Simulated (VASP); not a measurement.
# In (C2/m) in VASP: notebook

In is run at these levels: LDA; tasks: single point.

All numbers are computed with VASP 6.6.1; they aren't measurements. Logs are shortened: lines on timing, memory, paths and dates and some standing lists are left out, and cuts for length are marked.

**1. The cell of the first run**

Symmetry: C2/m, No. 12, monoclinic system. The conventional cell has a = 4.354 Å, b = 4.568 Å, c = 3.271 Å, α = 90.00°, β = 130.83°, γ = 90.00°. In (site symmetry 2/m) has 12 In at 3.16 to 3.37 Å within 4.2 Å.

**2. Single point, LDA**

INCAR

```
SYSTEM = In
PREC = Accurate
ENCUT = 520
EDIFF = 1E-7
ISMEAR = -1
SIGMA = 0.1
LREAL = .FALSE.
LASPH = .TRUE.
NELM = 60
ALGO = Normal
ISIF = 2
LWAVE = .FALSE.
LCHARG = .TRUE.
GGA = CA
LELF = .TRUE.
LVHAR = .TRUE.
NBANDS = 12
```

KPOINTS

```
regular mesh
0
G
  2 2 2
  0 0 0
```

POSCAR

```
In
1.0
   -1.6019898026      1.6281983263      2.4755659685
    1.6281983263     -1.6019898026      2.4755659685
    1.5260503434      1.5260503434     -2.4583443292
In
1
Direct
    0.0000000000      0.0000000000      0.0000000000
```

Potentials or basis: VASP PAW LDA potentials, release 64 (In_d).

Run with:

```
cat potpaw_LDA.64/In_d/POTCAR > POTCAR
mpirun -np 1 vasp_std > vasp.out
```

OUTCAR:

```text
SYSTEM = In
   PREC = Accurate
   ENCUT = 520
   EDIFF = 1E-7
   ISMEAR = -1
   LREAL = .FALSE.
   LASPH = .TRUE.
   NELM = 60
   ISIF = 2
   GGA = CA

 ion  position               nearest neighbor table
   1  0.000  0.000  0.000-

  Warning from LATTYP: Got some problem with cell dimensions!
  Tried to take original basis but could not verify dimensions!
  LATTYP: Found a base centered monoclinic cell.
 ALAT       =     4.3535228873
 B/A-ratio  =     1.0493055806
 C/A-ratio  =     0.7514043533
 COS(beta)  =    -0.6537684941

  Lattice vectors:

 A1 = (   0.0759394592,  -3.1542486697,  -0.0172216393)
 A2 = (  -3.1542486697,   0.0759394592,  -0.0172216393)
 A3 = (   1.5260503434,   1.5260503434,  -2.4583443292)

Analysis of symmetry for initial positions (statically):
=====================================================================
 Subroutine PRICEL returns:
 Original cell was already a primitive cell.

 Routine SETGRP: Setting up the symmetry group for a
 base centered monoclinic supercell.

 Subroutine GETGRP returns: Found  4 space group operations
 (whereof  4 operations were pure point group operations)
 out of a pool of  4 trial point group operations.

The static configuration has the point symmetry C_2h.

Analysis of symmetry for dynamics (positions and initial velocities):
=====================================================================
 Subroutine PRICEL returns:
 Original cell was already a primitive cell.

 Routine SETGRP: Setting up the symmetry group for a
 base centered monoclinic supercell.

 Subroutine GETGRP returns: Found  4 space group operations
 (whereof  4 operations were pure point group operations)
 out of a pool of  4 trial point group operations.

The dynamic configuration has the point symmetry C_2h.

 Subroutine INISYM returns: Found  4 space group operations
 (whereof  4 operations are pure point group operations),
 and found     1 'primitive' translations

----------------------------------------------------------------------------------------

                                     Primitive cell

  volume of cell :      24.6144

  direct lattice vectors                    reciprocal lattice vectors
    -1.601989803  1.628198326  2.475565969     0.006516690  0.316096182  0.200266284
     1.628198326 -1.601989803  2.475565969     0.316096182  0.006516690  0.200266284
     1.526050343  1.526050343 -2.458344329     0.324872897  0.324872897 -0.003439391

  length of vectors
     3.368356867  3.368356867  3.271256050     0.374253721  0.374253721  0.459452531

  position of ions in fractional coordinates (direct lattice)
     0.000000000  0.000000000  0.000000000
[... 67 lines left out ...]
   PSTRESS=    0.0 pullay stress
   NELECT =      13.0000    total number of electrons
   NUPDOWN=      -1.0000    fix difference up-down
   EMIN   =  10.00;   EMAX   =-10.00  energy-range for DOS
   EFERMI =   0.00;   METHOD = LEGACY
   ISMEAR =    -1;   SIGMA  =   0.10  broadening in eV -4-tet -1-fermi 0-gaus
   EFERMI_NEDOS =   21; number of points for ismear=-14 and -15
   IALGO  =     38    algorithm
   IMIX   =      4    mixing-type and parameters
     AMIX     =   0.40;   BMIX     =  1.00
     AMIX_MAG =   1.60;   BMIX_MAG =  1.00
  volume/ion in A,a.u.               =      24.61       166.11
  Fermi-wavevector in a.u.,A,eV,Ry     =   1.323304  2.500682 23.825622  1.751134
  Thomas-Fermi vector in A             =   2.452922
   LORBIT       =      0    0 simple, 1 ext, 2 COOP (PROOUT), +10 PAW based schemes
   GGA     = CA    functional components
   LHFCALC =     F    Hartree Fock is set to
   AEXX    =    0.0000 exact exchange contribution
   IVDW    =     0    specifies the selected vdW correction
   LEPSILON=     F    determine dielectric tensor
   LRPA    =     F    only Hartree local field effects (RPA)
 non-spin polarized calculation
  energy-cutoff  :      520.00
  volume of cell :       24.61
 maximum number of plane-waves:       672
 NGX is ok and might be reduce to    28
   NGX = 13   NGY = 13   NGZ = 13

 number of electron      12.9999997 magnetization

 Free energy of the ion-electron system (eV)
  ---------------------------------------------------
  ext. energy  EPLUGINS =         0.00000000
  ---------------------------------------------------
  free energy    TOTEN  =        -3.75401011 eV

  energy without entropy =       -3.73484740  energy(sigma->0) =       -3.74442876

 E-fermi :   5.8278     XC(G=0): -10.8448

 val. band max:        5.6200649669   @ k =   0.5000   0.5000  -0.0000
 cond. band min:       6.0699118492   @ k =   0.5000   0.5000  -0.0000
 fundamental gap:      0.4498468824
 Fermi energy:         5.8278253317

 k-point     1 :       0.0000    0.0000    0.0000
  band No.  band energies     occupation
      1      -6.9479      2.00000
      2      -6.8158      2.00000
      3      -6.7065      2.00000
      4      -6.7025      2.00000
      5      -6.5497      2.00000
      6      -2.0980      2.00000
      7      18.6880      0.00000
      8      18.9350      0.00000
      9      19.2392      0.00000
     10      19.8488      0.00000
     11      22.3655      0.00000
     12      22.5908      0.00000
[... 61 lines left out ...]
 k-point     6 :       0.5000    0.5000    0.5000
  band No.  band energies     occupation
      1      -7.1362      2.00000
      2      -6.9737      2.00000
      3      -6.4453      2.00000
      4      -6.4107      2.00000
      5      -6.4017      2.00000
      6       4.5917      1.99999
      7       4.8448      1.99989
      8      12.9362      0.00000
      9      13.2285      0.00000
     10      16.7830      0.00000
     11      16.9458      0.00000
     12      30.8181      0.00000

------------------------ aborting loop because EDIFF is reached ----------------------------------------

  FORCE on cell =-STRESS in cart. coord.  units (eV):
  Direction    XX          YY          ZZ          XY          YZ          ZX
  --------------------------------------------------------------------------------------
  -------------------------------------------------------------------------------------
  Total       -2.2099849     -2.2099849      1.0058087     -0.9777805     -0.1535538     -0.1535538
  in kB     -143.8503904   -143.8503904     65.4692128    -63.6448245     -9.9949919     -9.9949910
  external PRESSURE =     -74.0771893 kB  Pullay stress =       0.0000000 kB

 VOLUME and BASIS-vectors are now :
 -----------------------------------------------------------------------------
  energy-cutoff  :      520.00
  volume of cell :       24.61
      direct lattice vectors                 reciprocal lattice vectors
    -1.601989803  1.628198326  2.475565969     0.006516690  0.316096182  0.200266284
     1.628198326 -1.601989803  2.475565969     0.316096182  0.006516690  0.200266284
     1.526050343  1.526050343 -2.458344329     0.324872897  0.324872897 -0.003439391

 POSITION                                       TOTAL-FORCE (eV/Angst)
 -----------------------------------------------------------------------------------
      0.00000      0.00000      0.00000         0.000000     -0.000000      0.000000
 -----------------------------------------------------------------------------------
    total drift:                                0.000000     -0.000000     -0.000000

  FREE ENERGIE OF THE ION-ELECTRON SYSTEM (eV)
  ---------------------------------------------------
  free  energy   TOTEN  =        -3.7540101093 eV

  energy  without entropy=       -3.7348474026  energy(sigma->0) =       -3.74442876
```

stdout:

```text
POSCAR found type information on POSCAR In
 POSCAR found :  1 types and       1 ions
 scaLAPACK will be used
 LDA part: xc-table for (Slater(with rela. corr.)+CA(PZ))
 , standard interpolation
 POSCAR, INCAR and KPOINTS ok, starting setup
 FFT: planning ... GRIDC
 FFT: planning ... GRID_SOFT
 FFT: planning ... GRID
 WAVECAR not read
 entering main loop
```

Run time: 3.5 s. Hardware: 1 thread of Intel Xeon Platinum 8259CL at 2.50GHz (Skylake/Cascade Lake), shared host; peak memory 0.13 GiB.

What came out:

```
Free energy : -3.7540 eV
Pressure    : -7.4 GPa
```

Stress tensor (GPa, compression positive):
```
-14.39  -6.36  -1.00
 -6.36 -14.39  -1.00
 -1.00  -1.00   6.55
```

Caveat: the k points lie up to 1.44 Å⁻¹ apart; spin-orbit coupling is left out, which moves the levels of the heavy elements.

**3. Single point, LDA**

INCAR

```
ALGO = Normal
EDIFF = 1E-7
ENCUT = 520
GGA = CA
ISIF = 2
ISMEAR = -1
LASPH = T
LCHARG = F
LREAL = F
LWAVE = F
NBANDS = 12
NELM = 60
PREC = Accurate
SIGMA = 0.1
```

KPOINTS

```
k-points
0
Gamma
  3 3 4
```

POSCAR is that of step 2.

Potentials or basis: VASP PAW LDA potentials, release 64 (In_d).

Run with:

```
cat potpaw_LDA.64/In_d/POTCAR > POTCAR
mpirun -np 1 vasp_std > vasp.out
```

It took 5.1 s on 1 thread of Intel Xeon Platinum 8259CL at 2.50GHz (Skylake/Cascade Lake), shared host; peak memory 0.13 GiB.

It converged, with:

```
Free energy : -3.1862 eV
Pressure    : 1.1 GPa
```

Stress tensor (GPa, compression positive):
```
-0.85  0.16  1.06
 0.16 -0.85  1.06
 1.06  1.06  4.91
```

Levels at points of the mesh, in eV from the Fermi level:
```tsv
k point	band 4	band 5	band 6	band 7	band 8	band 9
(0.00, 0.00, 0.00)	-14.37	-14.15	-9.85	10.97	11.21	11.45
(0.00, 0.00, 0.50)	-14.09	-13.92	-1.57	-0.78	3.28	3.69
```

Caveat: the k points lie up to 0.78 Å⁻¹ apart; spin-orbit coupling is left out, which moves the levels of the heavy elements.

**4. Single point, LDA**

INCAR

```
SYSTEM = In
ALGO = Normal
EDIFF = 1E-7
ENCUT = 520
GGA = CA
ISIF = 2
ISMEAR = -1
LASPH = .TRUE.
LCHARG = .FALSE.
LREAL = .FALSE.
LWAVE = .FALSE.
NBANDS = 12
NELM = 80
PREC = Accurate
SIGMA = 0.1
```

KPOINTS

```
k-points
0
G
  4 4 5
  0 0 0
```

POSCAR is that of step 3.

Potentials or basis: VASP PAW LDA potentials, release 64 (In_d).

Run with:

```
cat potpaw_LDA.64/In_d/POTCAR > POTCAR
mpirun -np 1 vasp_std > vasp.out
```

OUTCAR:

```text
SYSTEM = In
   EDIFF = 1E-7
   ENCUT = 520
   GGA = CA
   ISIF = 2
   ISMEAR = -1
   LASPH = .TRUE.
   LREAL = .FALSE.
   NELM = 80
   PREC = Accurate

 ion  position               nearest neighbor table
   1  0.000  0.000  0.000-

  Warning from LATTYP: Got some problem with cell dimensions!
  Tried to take original basis but could not verify dimensions!
  LATTYP: Found a base centered monoclinic cell.
 ALAT       =     4.3535228873
 B/A-ratio  =     1.0493055806
 C/A-ratio  =     0.7514043533
 COS(beta)  =    -0.6537684941

  Lattice vectors:
[... 543 lines left out ...]

 [... further k-points ...]

------------------------ aborting loop because EDIFF is reached ----------------------------------------

  FORCE on cell =-STRESS in cart. coord.  units (eV):
  Direction    XX          YY          ZZ          XY          YZ          ZX
  --------------------------------------------------------------------------------------
  -------------------------------------------------------------------------------------
  Total        0.0172841      0.0172841     -0.1276100     -0.2186522      0.4397388      0.4397387
  in kB        1.1250400      1.1250400     -8.3062761    -14.2323172     28.6230881     28.6230823
  external PRESSURE =      -2.0187321 kB  Pullay stress =       0.0000000 kB

 VOLUME and BASIS-vectors are now :
 -----------------------------------------------------------------------------
  energy-cutoff  :      520.00
  volume of cell :       24.61
      direct lattice vectors                 reciprocal lattice vectors
    -1.601989803  1.628198326  2.475565969     0.006516690  0.316096182  0.200266284
     1.628198326 -1.601989803  2.475565969     0.316096182  0.006516690  0.200266284
     1.526050343  1.526050343 -2.458344329     0.324872897  0.324872897 -0.003439391

 POSITION                                       TOTAL-FORCE (eV/Angst)
 -----------------------------------------------------------------------------------
      0.00000      0.00000      0.00000        -0.000000      0.000000     -0.000000
 -----------------------------------------------------------------------------------
    total drift:                                0.000000     -0.000000     -0.000000

  FREE ENERGIE OF THE ION-ELECTRON SYSTEM (eV)
  ---------------------------------------------------
  free  energy   TOTEN  =        -3.1615028415 eV

  energy  without entropy=       -3.1520187017  energy(sigma->0) =       -3.15676077
```

Wall time 7.8 s (1 thread of Intel Xeon Platinum 8259CL at 2.50GHz (Skylake/Cascade Lake), shared host); peak memory 0.13 GiB.

What came out:

```
Free energy : -3.1615 eV
Pressure    : -0.2 GPa
```

Stress tensor (GPa, compression positive):
```
 0.11 -1.42  2.86
-1.42  0.11  2.86
 2.86  2.86 -0.83
```

Levels at points of the mesh, in eV from the Fermi level:
| k point | band 3 | band 4 | band 5 | band 6 | band 7 | band 8 | band 9 | band 10 |
| --- | --- | --- | --- | --- | --- | --- | --- | --- |
| (0.00, 0.00, 0.00) | -14.35 | -14.34 | -14.16 | -9.81 | 11.01 | 11.21 | 11.53 | 12.13 |
| (0.50, 0.00, 0.00) | -14.36 | -14.10 | -14.03 | -4.26 | -3.45 | 7.69 | 9.85 | 11.80 |
| (0.50, 0.50, 0.00) | -14.09 | -14.09 | -13.92 | -2.11 | -1.62 | 3.84 | 4.69 | 7.78 |

Caveat: the k points lie up to 0.59 Å⁻¹ apart; spin-orbit coupling is left out, which moves the levels of the heavy elements.

**5. Overview**

| k mesh | gap on the mesh (eV) | pressure (GPa) |
| --- | --- | --- |
| 2 × 2 × 2 | none | -7.4 |
| 3 × 3 × 4 | none | 1.1 |
| 4 × 4 × 5 | none | -0.2 |

Alike in all rows: task single point; level LDA; potentials or basis VASP PAW LDA potentials, release 64 (In_d); no spin polarisation; cell as given; cutoff (eV) 520; smearing fermi-dirac 0.1 eV.

Caveats: all runs use coarse meshes; spin-orbit coupling is left out, which moves the levels of the heavy elements.

Absolute energies hang on the potentials; compare differences alone.
